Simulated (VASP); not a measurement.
Al2O3 (Corundum):

```xyz
10
Lattice="2.3803 1.3742 4.3319 -2.3803 1.3742 4.3319 0.0000 -2.7485 4.3319" Properties=species:S:1:pos:R:3 pbc="T T T"
Al    0.0000    0.0000   11.0743
Al    0.0000    0.0000    8.4191
Al    0.0000    0.0000    1.9213
Al    0.0000    0.0000    4.5765
O    -1.6503   -0.1099    5.4148
O     0.7300    1.4841    5.4148
O     0.9203   -1.3742    5.4148
O     1.6503    0.1099    7.5808
O    -0.7300   -1.4841    7.5808
O    -0.9203    1.3742    7.5808
```

Base run:

- Program: VASP 6.6.1
- Functional: r2SCAN
- Potentials or basis: VASP PAW PBE potentials, release 64 (Al, O)
- Cutoff: 520 eV
- k mesh: 7 × 7 × 7
- Occupations: fermi-dirac, width 0.05 eV
- Spin: no spin polarisation

Its results: band gap on the k mesh 7.13 eV, direct; pressure -0.7 GPa; largest force 0.080 eV/Å.

Problem. The run is repeated on the same cell with these changes: functional from r2SCAN to PBEsol. What comes out?

Solution. Band gap on the k mesh 6.12 eV, direct; pressure 1.8 GPa; largest force 0.087 eV/Å.

r2SCAN gives the wider gap, since meta-GGAs in the generalised Kohn-Sham scheme recover part of the derivative discontinuity.

Caveats: the PAW data sets were made with another functional, which shifts forces and pressure a little.

A k mesh can miss the band edges.
